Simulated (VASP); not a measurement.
# Al2Cu (C2/m) in VASP: a series of runs

The runs below take Al2Cu through single point, with PBEsol.

All numbers are computed with VASP 6.6.1; they aren't measurements. Logs are shortened: lines on timing, memory, paths and dates and some standing lists are left out, and cuts for length are marked.

**1. The cell of the first run**

Symmetry: C2/m, No. 12, monoclinic system. The conventional cell has a = 7.013 Å, b = 4.049 Å, c = 4.049 Å, α = 90.00°, β = 125.27°, γ = 90.00°. Within 3.2 Å of Al (site symmetry m) lie 4 Cu at 2.32 to 2.65 Å and 6 Al at 2.60 to 3.16 Å. Cu (site symmetry 2/m) has 8 Al at 2.32 to 2.65 Å within 3.1 Å.

**2. Single point, PBEsol (atoms displaced along a vibrational mode)**

File INCAR:

```
  PREC = Accurate
  ENCUT = 520
  EDIFF = 1E-7
  ISMEAR = 0
  SIGMA = 0.15
  LREAL = F
  LASPH = T
  NELM = 80
  ALGO = Fast
  ISIF = 2
  LWAVE = F
  LCHARG = F
  GGA = PS
  NBANDS = 16
```

File KPOINTS:

```
Automatic mesh
0
Gamma
  16 16 16
```

File POSCAR:

```
Al2Cu
1.0
   -2.0246315468      2.0246315468      2.8630136658
    2.0246315468     -2.0246315468      2.8630136658
    2.0246315468      2.0246315468     -2.8630136658
Al Cu
2 1
Direct
    0.7500000000      0.2006082970      0.4506082970
    0.2500000000      0.7993917030      0.5493917030
    0.5000000000      0.5000000000      0.0000000000
```

Potentials or basis: VASP PAW PBE potentials, release 64 (Al, Cu).

Started as:

```bash
cat potpaw_PBE.64/Al/POTCAR potpaw_PBE.64/Cu/POTCAR > POTCAR
mpirun -np 1 vasp_std > vasp.out
```

OUTCAR:

```text
PREC = Accurate
   ENCUT = 520
   EDIFF = 1E-7
   ISMEAR = 0
   LREAL = F
   LASPH = T
   NELM = 80
   ISIF = 2
   GGA = PS

 ion  position               nearest neighbor table
   1  0.750  0.201  0.451-   3 2.32   3 2.49   3 2.49   2 2.60   2 2.60   3 2.65   2 2.89   2 2.89
                             2 3.16   2 3.16
   2  0.250  0.799  0.549-   3 2.32   3 2.49   3 2.49   1 2.60   1 2.60   3 2.65   1 2.89   1 2.89
                             1 3.16   1 3.16
   3  0.500  0.500  0.000-   1 2.32   2 2.32   1 2.49   2 2.49   2 2.49   1 2.49   2 2.65   1 2.65

  LATTYP: Found a body centered tetragonal cell.
 ALAT       =     4.0492630936
 C/A-ratio  =     1.4140912060

  Lattice vectors:

 A1 = (  -2.0246315468,   2.0246315468,   2.8630136658)
 A2 = (   2.0246315468,  -2.0246315468,   2.8630136658)
 A3 = (   2.0246315468,   2.0246315468,  -2.8630136658)

Analysis of symmetry for initial positions (statically):
=====================================================================
 Subroutine PRICEL returns:
 Original cell was already a primitive cell.

 Routine SETGRP: Setting up the symmetry group for a
 body centered tetragonal supercell.

 Subroutine GETGRP returns: Found  4 space group operations
 (whereof  4 operations were pure point group operations)
 out of a pool of 16 trial point group operations.

The static configuration has the point symmetry C_2h.

Analysis of symmetry for dynamics (positions and initial velocities):
=====================================================================
 Subroutine PRICEL returns:
 Original cell was already a primitive cell.

 Routine SETGRP: Setting up the symmetry group for a
 body centered tetragonal supercell.

 Subroutine GETGRP returns: Found  4 space group operations
 (whereof  4 operations were pure point group operations)
 out of a pool of 16 trial point group operations.

The dynamic configuration has the point symmetry C_2h.

 Subroutine INISYM returns: Found  4 space group operations
 (whereof  4 operations are pure point group operations),
 and found     1 'primitive' translations

----------------------------------------------------------------------------------------

                                     Primitive cell

  volume of cell :      46.9435

  direct lattice vectors                    reciprocal lattice vectors
    -2.024631547  2.024631547  2.863013666     0.000000000  0.246958515  0.174641150
     2.024631547 -2.024631547  2.863013666     0.246958515  0.000000000  0.174641150
     2.024631547  2.024631547 -2.863013666     0.246958515  0.246958515  0.000000000

  length of vectors
     4.049087928  4.049087928  4.049087928     0.302469898  0.302469898  0.349252081

  position of ions in fractional coordinates (direct lattice)
     0.750000000  0.200608297  0.450608297
     0.250000000  0.799391703  0.549391703
     0.500000000  0.500000000  0.000000000

  ion indices of the primitive-cell ions
   primitive index   ion index
                 1           1
                 2           2
                 3           3

----------------------------------------------------------------------------------------

 KPOINTS: Automatic mesh

Automatic generation of k-mesh.
 Grid dimensions read from file:
 generate k-points for:   16   16   16

 Generating k-lattice:

  Cartesian coordinates                     Fractional coordinates (reciprocal lattice)
     0.000000000  0.015434907  0.010915072     0.062500000  0.000000000  0.000000000
     0.015434907  0.000000000  0.010915072     0.000000000  0.062500000  0.000000000
     0.015434907  0.015434907  0.000000000     0.000000000  0.000000000  0.062500000

  Length of vectors
     0.018904369  0.018904369  0.021828255

  Shift w.r.t. Gamma in fractional coordinates (k-lattice)
     0.000000000  0.000000000  0.000000000

 Subroutine IBZKPT returns following result:
 ===========================================

 Found   1098 irreducible k-points:

 Following reciprocal coordinates:
            Coordinates               Weight
  0.000000  0.000000  0.000000      1.000000
  0.062500 -0.000000  0.000000      4.000000
 -0.000000  0.062500  0.000000      2.000000
  0.062500 -0.000000 -0.062500      2.000000
  0.125000 -0.000000  0.000000      4.000000
 -0.000000  0.125000  0.000000      2.000000
[... 16 lines left out ...]
  0.500000 -0.000000  0.000000      2.000000
 -0.000000  0.500000  0.000000      1.000000
 [... further k-points ...]
   k-points           NKPTS =   1098   k-points in BZ     NKDIM =   1098   number of bands    NBANDS=     16
   number of dos      NEDOS =    301   number of ions     NIONS =      3
   total plane-waves  NPLWV =  27000
   dimension x,y,z NGX =    30 NGY =   30 NGZ =   30
   dimension x,y,z NGXF=    60 NGYF=   60 NGZF=   60
   ions per type =               2   1
   NGX,Y,Z   is equivalent  to a cutoff of  12.32, 12.32, 12.32 a.u.
   NGXF,Y,Z  is equivalent  to a cutoff of  24.63, 24.63, 24.63 a.u.
 SYSTEM =  unknown system
   PREC   = accura    normal or accurate (medium, high low for compatibility)
   ISTART =      0    job   : 0-new  1-cont  2-samecut
   ICHARG =      2    charge: 1-file 2-atom 10-const
   ISPIN  =      1    spin polarized calculation?
   LNONCOLLINEAR =      F non collinear calculations
   LSORBIT =      F    spin-orbit coupling
   LASPH  =      T    aspherical Exc in radial PAW
   ENCUT  =  520.0 eV  38.22 Ry    6.18 a.u.   7.53  7.53  7.53*2*pi/ulx,y,z
   NELM   =     80;   NELMIN=  2; NELMDL= -5     # of ELM steps
   EDIFF  = 0.1E-06   stopping-criterion for ELM
   LREAL  =      F    real-space projection
   EDIFFG = 0.1E-05   stopping-criterion for IOM
   NSW    =      0    number of steps for IOM
   IBRION =     -1    ionic relax: 0-MD 1-quasi-New 2-CG
   NFREE  =      0    steps in history (QN), initial steepest desc. (CG)
   ISIF   =      2    stress and relaxation
   ISYM   =      2    0-nonsym 1-usesym 2-fastsym
   POTIM  = 0.5000    time-step for ionic-motion
   TEBEG  =    0.0;   TEEND  =   0.0 temperature during run
   PSTRESS=    0.0 pullay stress
   NELECT =      17.0000    total number of electrons
   NUPDOWN=      -1.0000    fix difference up-down
   EMIN   =  10.00;   EMAX   =-10.00  energy-range for DOS
   EFERMI =   0.00;   METHOD = LEGACY
   ISMEAR =     0;   SIGMA  =   0.15  broadening in eV -4-tet -1-fermi 0-gaus
   EFERMI_NEDOS =   21; number of points for ismear=-14 and -15
   IALGO  =     68    algorithm
   IMIX   =      4    mixing-type and parameters
     AMIX     =   0.40;   BMIX     =  1.00
     AMIX_MAG =   1.60;   BMIX_MAG =  1.00
  volume/ion in A,a.u.               =      15.65       105.60
  Fermi-wavevector in a.u.,A,eV,Ry     =   1.166897  2.205116 18.526366  1.361650
  Thomas-Fermi vector in A             =   2.303405
   LORBIT       =      0    0 simple, 1 ext, 2 COOP (PROOUT), +10 PAW based schemes
   GGA     = PS    functional components
   LHFCALC =     F    Hartree Fock is set to
   AEXX    =    0.0000 exact exchange contribution
   IVDW    =     0    specifies the selected vdW correction
   LEPSILON=     F    determine dielectric tensor
   LRPA    =     F    only Hartree local field effects (RPA)
 non-spin polarized calculation
 RMM-DIIS sequential band-by-band and
 Gauss-broadening in eV      SIGMA  =   0.15
  energy-cutoff  :      520.00
  volume of cell :       46.94
 maximum number of plane-waves:      1295
   NGX = 15   NGY = 15   NGZ = 15

 number of electron      17.0000003 magnetization

 Free energy of the ion-electron system (eV)
  ---------------------------------------------------
  ext. energy  EPLUGINS =         0.00000000
  ---------------------------------------------------
  free energy    TOTEN  =       -12.67702404 eV

  energy without entropy =      -12.66808447  energy(sigma->0) =      -12.67255425

 E-fermi :   7.0649     XC(G=0): -10.6177

 val. band max:        7.0648307157   @ k =  -0.0625   0.1250  -0.1875
 cond. band min:       7.0658050685   @ k =  -0.1250   0.3750   0.1250
 fundamental gap:      0.0009743528
 Fermi energy:         7.0648908128

 k-point     1 :       0.0000    0.0000    0.0000
  band No.  band energies     occupation
      1      -3.2563      2.00000
      2       2.3092      2.00000
      3       2.3570      2.00000
      4       2.5656      2.00000
      5       3.0069      2.00000
      6       3.0559      2.00000
[... 8 lines left out ...]
     15      14.0867      0.00000
     16      14.6580      0.00000

 k-point     2 :       0.0625   -0.0000    0.0000
  band No.  band energies     occupation
      1      -3.2036      2.00000
      2       2.3122      2.00000
      3       2.3514      2.00000
      4       2.5663      2.00000
      5       3.0057      2.00000
      6       3.0534      2.00000
[... 8 lines left out ...]
     15      13.8359      0.00000
     16      14.2199      0.00000

 k-point     3 :      -0.0000    0.0625    0.0000
  band No.  band energies     occupation
      1      -3.2023      2.00000
      2       2.2936      2.00000
      3       2.3710      2.00000
      4       2.5767      2.00000
      5       3.0013      2.00000
      6       3.0507      2.00000
[... 8 lines left out ...]
     15      13.5411      0.00000
     16      14.5488      0.00000

 k-point     4 :       0.0625   -0.0000   -0.0625
  band No.  band energies     occupation
      1      -3.2057      2.00000
      2       2.3139      2.00000
      3       2.3588      2.00000
      4       2.5517      2.00000
      5       3.0054      2.00000
      6       3.0577      2.00000
[... 8 lines left out ...]
     15      13.6670      0.00000
     16      14.2251      0.00000
[... 324 lines left out ...]
 k-point    22 :       0.4375   -0.0000   -0.4375
  band No.  band energies     occupation
      1      -1.1236      2.00000
      2       1.2471      2.00000
      3       2.3574      2.00000
      4       2.4537      2.00000
      5       3.0419      2.00000
      6       3.1744      2.00000
[... 8 lines left out ...]
     15      16.2284      0.00000
     16      17.9371      0.00000

 k-point    23 :       0.5000   -0.0000    0.0000
  band No.  band energies     occupation
      1      -0.4907      2.00000
      2       0.4808      2.00000
      3       2.5249      2.00000
      4       2.6108      2.00000
      5       2.9239      2.00000
      6       3.0799      2.00000
[... 8 lines left out ...]
     15      17.3654      0.00000
     16      17.9341      0.00000

 k-point    24 :      -0.0000    0.5000    0.0000
  band No.  band energies     occupation
      1       0.0151      2.00000
      2       0.0499      2.00000
      3       2.6828      2.00000
      4       2.7443      2.00000
      5       2.7477      2.00000
      6       2.9677      2.00000
[... 8 lines left out ...]
     15      17.6241      0.00000
     16      17.6508      0.00000

 [... further k-points ...]
[... 5 lines left out ...]
  --------------------------------------------------------------------------------------
  -------------------------------------------------------------------------------------
  Total        1.5888959      1.3400010      0.4419218      0.0000000      0.0000000      2.1093579
  in kB       54.2288769     45.7341160     15.0827508      0.0000000      0.0000000     71.9921991
  external PRESSURE =      38.3485812 kB  Pullay stress =       0.0000000 kB

 VOLUME and BASIS-vectors are now :
 -----------------------------------------------------------------------------
  energy-cutoff  :      520.00
  volume of cell :       46.94
      direct lattice vectors                 reciprocal lattice vectors
    -2.024631547  2.024631547  2.863013666     0.000000000  0.246958515  0.174641150
     2.024631547 -2.024631547  2.863013666     0.246958515  0.000000000  0.174641150
     2.024631547  2.024631547 -2.863013666     0.246958515  0.246958515  0.000000000

 POSITION                                       TOTAL-FORCE (eV/Angst)
 -----------------------------------------------------------------------------------
     -0.20000      2.02463      1.43151         1.766085     -0.000000      0.343145
      2.22463     -0.00000      1.43151        -1.766085      0.000000     -0.343145
      0.00000      0.00000      2.86301         0.000000      0.000000      0.000000
 -----------------------------------------------------------------------------------
    total drift:                                0.000000     -0.000000      0.000000

  FREE ENERGIE OF THE ION-ELECTRON SYSTEM (eV)
  ---------------------------------------------------
  free  energy   TOTEN  =       -12.6770240377 eV

  energy  without entropy=      -12.6680844709  energy(sigma->0) =      -12.67255425
```

Run time: 27 min. Hardware: 1 thread of Intel Xeon Platinum 8259CL at 2.50GHz (Skylake/Cascade Lake), shared host; peak memory 0.84 GiB.

Results:

```yaml
Free_energy: -12.6770 eV
Pressure: 3.8 GPa
Largest_force: 1.799 eV/Å
Band_gap_on_the_k_mesh: zero (an odd number of electrons rules out a gap without spin polarisation)
```

Forces on the atoms (eV/Å):
```
Al   1.766  0.000  0.343
Al  -1.766  0.000 -0.343
Cu   0.000  0.000  0.000
```

Stress tensor (GPa, compression positive):
```
5.42 0.00 7.20
0.00 4.57 0.00
7.20 0.00 1.51
```

Caveat: the cell differs from its parent crystal (atoms displaced along a vibrational mode); the cell stands under pressure; the PAW data sets were made with another functional, which shifts forces and pressure a little.

**3. Single point, PBEsol (atoms displaced along a vibrational mode)**

File INCAR:

```
SYSTEM = Al2Cu
PREC = Accurate
ENCUT = 520
EDIFF = 1E-6
ISMEAR = 0
SIGMA = 0.15
LREAL = .FALSE.
LASPH = .TRUE.
NELM = 100
ALGO = Fast
ISIF = 2
LWAVE = .FALSE.
LCHARG = .FALSE.
GGA = PS
NBANDS = 16
```

File KPOINTS:

```
Automatic mesh
0
G
  16 16 16
  0 0 0
```

File POSCAR:

```
Al2Cu
1.0
   -2.0246315468      2.0246315468      2.8630136658
    2.0246315468     -2.0246315468      2.8630136658
    2.0246315468      2.0246315468     -2.8630136658
Al Cu
2 1
Direct
    0.7500000000      0.2870437772      0.5370437772
    0.2500000000      0.7129562228      0.4629562228
    0.5000000000      0.5000000000      0.0000000000
```

Potentials or basis: VASP PAW PBE potentials, release 64 (Al, Cu).

Started as:

```bash
cat potpaw_PBE.64/Al/POTCAR potpaw_PBE.64/Cu/POTCAR > POTCAR
mpirun -np 1 vasp_std > vasp.out
```

Run time: 26 min. Hardware: 1 thread of Intel Xeon Platinum 8259CL at 2.50GHz (Skylake/Cascade Lake), shared host; peak memory 0.84 GiB.

The run converged. Its results:

```
Free energy            : -12.8292 eV
Pressure               : 2.2 GPa
Largest force          : 1.300 eV/Å
Band gap on the k mesh : zero (an odd number of electrons rules out a gap without spin polarisation)
```

Forces in eV/Å, atoms in the order of the input:
```
Al  -1.285  0.000  0.194
Al   1.285  0.000 -0.194
Cu   0.000  0.000  0.000
```

Stress tensor (GPa, compression positive):
```
 3.23  0.00 -5.32
 0.00  2.63  0.00
-5.32  0.00  0.89
```

Levels at points of the mesh, in eV from the Fermi level:
```csv
k point,band 6,band 7,band 8,band 9,band 10,band 11,band 12,band 13
"(0.00, 0.00, 0.00)",-4.03,2.41,2.82,2.91,3.00,3.07,3.22,4.31
"(0.50, 0.00, 0.00)",-3.99,-3.90,0.15,1.21,2.53,3.50,3.79,4.29
"(0.00, 0.50, 0.00)",-3.91,-3.80,0.49,1.08,2.43,3.03,3.95,4.15
"(0.50, 0.00, 0.50)",-4.07,-4.01,0.12,0.78,2.93,3.47,3.80,4.61
"(0.50, 0.50, 0.00)",-3.89,-3.72,-2.02,-1.91,0.40,1.49,9.13,10.80
"(0.50, 0.50, 0.50)",-3.86,-3.71,-2.04,-1.85,0.41,1.43,9.09,10.71
```

Caveat: the cell differs from its parent crystal (atoms displaced along a vibrational mode); the PAW data sets were made with another functional, which shifts forces and pressure a little.
